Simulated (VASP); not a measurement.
# Si (Fd-3m) in VASP: a series of runs, part 2 of 2

VASP 6.6.1. The steps go on from the part before.

**3. Single point, LDA**

This run uses another cell than the first one, of 19.32 Å³/atom, 0.990 times its volume.

Contents of INCAR:

```
SYSTEM = Si
ALGO = Normal
EDIFF = 1E-6
ENCUT = 520
GGA = CA
ISIF = 2
ISMEAR = 0
LASPH = .TRUE.
LCHARG = .TRUE.
LELF = .TRUE.
LREAL = .FALSE.
LVHAR = .TRUE.
LWAVE = .FALSE.
NBANDS = 11
NELM = 80
PREC = Accurate
SIGMA = 0.01
```

Contents of KPOINTS:

```
k-points
0
G
  8 8 8
  0 0 0
```

Contents of POSCAR:

```
Si
1.0
    0.0000000000      2.6832157193      2.6832157193
    2.6832157193      0.0000000000      2.6832157193
    2.6832157193      2.6832157193      0.0000000000
Si
2
Direct
    0.2500000000      0.2500000000      0.2500000000
    0.0000000000      0.0000000000      0.0000000000
```

Potentials or basis: VASP PAW LDA potentials, release 64 (Si).

Command:

```
$ cat potpaw_LDA.64/Si/POTCAR > POTCAR
$ mpirun -np 1 vasp_std > vasp.out
```

OUTCAR:

```text
SYSTEM = Si
   EDIFF = 1E-6
   ENCUT = 520
   GGA = CA
   ISIF = 2
   ISMEAR = 0
   LASPH = .TRUE.
   LREAL = .FALSE.
   NELM = 80
   PREC = Accurate

 ion  position               nearest neighbor table
   1  0.250  0.250  0.250-   2 2.32   2 2.32   2 2.32   2 2.32
   2  0.000  0.000  0.000-   1 2.32   1 2.32   1 2.32   1 2.32

  LATTYP: Found a face centered cubic cell.
 ALAT       =     5.3664314386

  Lattice vectors:

 A1 = (   0.0000000000,   2.6832157193,   2.6832157193)
 A2 = (   2.6832157193,   0.0000000000,   2.6832157193)
 A3 = (   2.6832157193,   2.6832157193,   0.0000000000)
[... 514 lines left out ...]
      7      12.0925      0.00000
      8      13.2652      0.00000
      9      13.5960      0.00000
     10      16.7437      0.00000
     11      17.9798      0.00000

 [... further k-points ...]
[... 5 lines left out ...]
  --------------------------------------------------------------------------------------
  -------------------------------------------------------------------------------------
  Total        0.4964676      0.4964676      0.4964676      0.0000000      0.0000000      0.0000000
  in kB       20.5875547     20.5875547     20.5875547      0.0000000      0.0000000      0.0000000
  external PRESSURE =      20.5875547 kB  Pullay stress =       0.0000000 kB

 VOLUME and BASIS-vectors are now :
 -----------------------------------------------------------------------------
  energy-cutoff  :      520.00
  volume of cell :       38.64
      direct lattice vectors                 reciprocal lattice vectors
     0.000000000  2.683215719  2.683215719    -0.186343571  0.186343571  0.186343571
     2.683215719  0.000000000  2.683215719     0.186343571 -0.186343571  0.186343571
     2.683215719  2.683215719  0.000000000     0.186343571  0.186343571 -0.186343571

 POSITION                                       TOTAL-FORCE (eV/Angst)
 -----------------------------------------------------------------------------------
      1.34161      1.34161      1.34161        -0.000000     -0.000000     -0.000000
      0.00000      0.00000      0.00000         0.000000      0.000000      0.000000
 -----------------------------------------------------------------------------------
    total drift:                                0.000000      0.000000     -0.000000

  FREE ENERGIE OF THE ION-ELECTRON SYSTEM (eV)
  ---------------------------------------------------
  free  energy   TOTEN  =       -11.9104895161 eV

  energy  without entropy=      -11.9104895161  energy(sigma->0) =      -11.91048952
```

Run time: 7 s. Hardware: 1 thread of Intel Xeon 6975P-C, shared host; peak memory 0.13 GiB.

What came out:

* Free energy: -11.9105 eV
* Pressure: 2.1 GPa
* Band gap on the k mesh: 0.46 eV, indirect (least direct gap 2.54 eV)

A k mesh can miss the band edges. LDA gaps usually lie below the measured ones, often by a third to a half.

**4. Single point, LDA**

This run uses another cell than the first one, of 18.96 Å³/atom, 0.972 times its volume.

Contents of INCAR:

```
SYSTEM = Si
PREC = Accurate
ENCUT = 520
EDIFF = 1E-6
ISMEAR = 0
SIGMA = 0.01
LREAL = .False.
LASPH = .True.
NELM = 60
ALGO = Normal
ISIF = 2
LWAVE = .False.
LCHARG = .False.
GGA = CA
NBANDS = 11
```

Contents of KPOINTS:

```
regular mesh
0
Gamma
  8 8 8
  0 0 0
```

Contents of POSCAR:

```
Si
1.0
    0.0000000000      2.6666561516      2.6666561516
    2.6666561516      0.0000000000      2.6666561516
    2.6666561516      2.6666561516      0.0000000000
Si
2
Direct
    0.2500000000      0.2500000000      0.2500000000
    0.0000000000      0.0000000000      0.0000000000
```

Command:

```
$ cat potpaw_LDA.64/Si/POTCAR > POTCAR
$ mpirun -np 1 vasp_std > vasp.out
```

It took 5.7 s on 1 thread of Intel Xeon 6975P-C, shared host; peak memory 0.13 GiB.

The run converged. Its results:

```yaml
Free_energy: -11.8968 eV
Pressure: 4.1 GPa
Band_gap_on_the_k_mesh: 0.43 eV, indirect (least direct gap 2.55 eV)
```

Levels at points of the mesh, in eV from the valence-band top:
```tsv
k point	band 2	band 3	band 4	band 5	band 6	band 7
(0.00, 0.00, 0.00)	0.00	0.00	0.00	2.55	2.55	2.55
(0.50, 0.00, 0.00)	-7.25	-1.24	-1.24	1.63	3.26	3.26
(0.50, 0.50, 0.00)	-7.99	-3.00	-3.00	0.50	0.50	10.45
```

**5. Single point, LDA**

This run uses another cell than the first one, of 18.50 Å³/atom, 0.948 times its volume.

Contents of INCAR:

```
ALGO = Normal
EDIFF = 1E-6
ENCUT = 520
ISIF = 2
ISMEAR = 0
LASPH = True
LCHARG = False
LREAL = False
LWAVE = False
NBANDS = 11
NELM = 100
PREC = Accurate
SIGMA = 0.01
```

Contents of KPOINTS:

```
k-points
0
Gamma
  8 8 8
```

Contents of POSCAR:

```
Si
1.0
    0.0000000000      2.6447594537      2.6447594537
    2.6447594537      0.0000000000      2.6447594537
    2.6447594537      2.6447594537      0.0000000000
Si
2
Direct
    0.2500000000      0.2500000000      0.2500000000
    0.0000000000      0.0000000000      0.0000000000
```

Potentials or basis: VASP PAW LDA potentials, release 64 (Si).

Command:

```
$ cat potpaw_LDA.64/Si/POTCAR > POTCAR
$ mpirun -np 1 vasp_std > vasp.out
```

OUTCAR:

```text
EDIFF = 1E-6
   ENCUT = 520
   ISIF = 2
   ISMEAR = 0
   LASPH = True
   LREAL = False
   NELM = 100
   PREC = Accurate

 ion  position               nearest neighbor table
   1  0.250  0.250  0.250-   2 2.29   2 2.29   2 2.29   2 2.29
   2  0.000  0.000  0.000-   1 2.29   1 2.29   1 2.29   1 2.29

  LATTYP: Found a face centered cubic cell.
 ALAT       =     5.2895189074

  Lattice vectors:

 A1 = (   0.0000000000,   2.6447594537,   2.6447594537)
 A2 = (   2.6447594537,   0.0000000000,   2.6447594537)
 A3 = (   2.6447594537,   2.6447594537,   0.0000000000)

[... 512 lines left out ...]
      6       9.7536      0.00000
      7      12.6781      0.00000
      8      13.8630      0.00000
      9      14.2482      0.00000
     10      17.3584      0.00000
     11      18.7685      0.00000

 [... further k-points ...]
[... 5 lines left out ...]
  --------------------------------------------------------------------------------------
  -------------------------------------------------------------------------------------
  Total        1.6276897      1.6276897      1.6276897     -0.0000000     -0.0000000     -0.0000000
  in kB       70.4845085     70.4845085     70.4845085     -0.0000000     -0.0000000     -0.0000000
  external PRESSURE =      70.4845085 kB  Pullay stress =       0.0000000 kB

 VOLUME and BASIS-vectors are now :
 -----------------------------------------------------------------------------
  energy-cutoff  :      520.00
  volume of cell :       37.00
      direct lattice vectors                 reciprocal lattice vectors
     0.000000000  2.644759454  2.644759454    -0.189053110  0.189053110  0.189053110
     2.644759454  0.000000000  2.644759454     0.189053110 -0.189053110  0.189053110
     2.644759454  2.644759454  0.000000000     0.189053110  0.189053110 -0.189053110

 POSITION                                       TOTAL-FORCE (eV/Angst)
 -----------------------------------------------------------------------------------
      1.32238      1.32238      1.32238        -0.000000      0.000000      0.000000
      0.00000      0.00000      0.00000         0.000000     -0.000000      0.000000
 -----------------------------------------------------------------------------------
    total drift:                                0.000000      0.000000     -0.000000

  FREE ENERGIE OF THE ION-ELECTRON SYSTEM (eV)
  ---------------------------------------------------
  free  energy   TOTEN  =       -11.8647104190 eV

  energy  without entropy=      -11.8647104190  energy(sigma->0) =      -11.86471042
```

It took 6.9 s on 1 thread of Intel Xeon 6975P-C, shared host; peak memory 0.13 GiB.

What came out:

| Item | Value |
| --- | --- |
| Free energy | -11.8647 eV |
| Pressure | 7.0 GPa |
| Band gap on the k mesh | 0.38 eV, indirect (least direct gap 2.55 eV) |

A k mesh can miss the band edges.

**6. Relaxation of cell and atoms, LDA, target pressure 1 GPa, at which the enthalpy is minimised**

This run uses another cell than the first one, of 19.70 Å³/atom, 1.010 times its volume.

Contents of INCAR:

```
ALGO = Normal
EDIFF = 1E-7
EDIFFG = -0.002
ENCUT = 600
IBRION = 2
ISIF = 3
ISMEAR = 0
LASPH = T
LCHARG = F
LREAL = F
LWAVE = F
NELM = 80
NSW = 100
PREC = Accurate
PSTRESS = 10.0
SIGMA = 0.01
```

KPOINTS is that of step 5.

Contents of POSCAR:

```
Si
1.0
    0.0000000000      2.7009831628      2.7009831628
    2.7009831628      0.0000000000      2.7009831628
    2.7009831628      2.7009831628      0.0000000000
Si
2
Direct
    0.2500000000      0.2500000000      0.2500000000
    0.0000000000      0.0000000000      0.0000000000
```

Potentials or basis: VASP PAW LDA potentials, release 64 (Si).

Command:

```
$ cat potpaw_LDA.64/Si/POTCAR > POTCAR
$ mpirun -np 1 vasp_std > vasp.out
```

Wall time 13 s (1 thread of Intel Xeon 6975P-C, shared host); peak memory 0.15 GiB.

The run converged. Its results:

```yaml
Free_energy: -11.9145 eV
Relaxed_volume: 19.52 Å³/atom
Relaxed_cell: a = 3.808 Å, b = 3.808 Å, c = 3.808 Å, α = 60.00°, β = 60.00°, γ = 60.00°
Space_group_after_relaxing_to_0.05_Å: Fd-3m (No. 227)
Energy_change_on_relaxing_the_enthalpy_is_what_falls: +0.6 meV/atom
Ionic_steps: 3
Pressure_after_relaxing: 1.0 GPa
Band_gap_on_the_k_mesh: 0.47 eV, indirect (least direct gap 2.53 eV)
```

The path:
| step | energy change (eV) | largest force (eV/Å) | pressure (GPa) | volume (Å³) |
| --- | --- | --- | --- | --- |
| 1 | 0.0000 | 0.0000 | 0.06 | 39.41 |
| 2 | 0.0036 | 0.0000 | 1.74 | 38.76 |
| 3 | 0.0012 | 0.0000 | 1.00 | 39.04 |

Final structure:
```
Si
1.0
     0.00000    2.69247    2.69247
     2.69247    0.00000    2.69247
     2.69247    2.69247    0.00000
Si
2
Cartesian
  1.3462 1.3462 1.3462
  0.0000 0.0000 0.0000
```

Levels at points of the mesh, in eV from the valence-band top:
```csv
k point,band 1,band 2,band 3,band 4,band 5,band 6,band 7,band 8
"(0.00, 0.00, 0.00)",-12.13,0.00,0.00,0.00,2.53,2.53,2.53,3.50
"(0.50, 0.00, 0.00)",-9.73,-7.11,-1.22,-1.22,1.52,3.28,3.28,7.55
"(0.50, 0.50, 0.00)",-7.90,-7.90,-2.92,-2.92,0.55,0.55,10.20,10.20
```

Caveat: the cell is relaxed towards a set pressure, so the enthalpy falls and the energy may rise. LDA gaps usually lie below the measured ones, often by a third to a half.

**7. Summary**

| task | cell | cutoff (eV) | gap on the mesh (eV) | pressure (GPa) |
| --- | --- | --- | --- | --- |
| single point | a = 3.807 Å, angles 60.0°, 2 atoms | 520 | 0.47 | 1.0 |
| single point | a = 3.795 Å, angles 60.0°, 2 atoms | 520 | 0.46 | 2.1 |
| single point | a = 3.771 Å, angles 60.0°, 2 atoms | 520 | 0.43 | 4.1 |
| single point | a = 3.740 Å, angles 60.0°, 2 atoms | 520 | 0.38 | 7.0 |
| relaxation of cell and atoms | relaxed to 1 GPa from a = 3.820 Å, angles 60.0°, 2 atoms | 600 | 0.47 | 1.0 |

Alike in all rows: level LDA; potentials or basis VASP PAW LDA potentials, release 64 (Si); no spin polarisation; k mesh 8 × 8 × 8; smearing gaussian 0.01 eV.

Caveats: the cell is relaxed towards a set pressure, so the enthalpy falls and the energy may rise (some runs).

Total energies depend on the potentials used, so only differences within one code and one set of settings carry meaning.
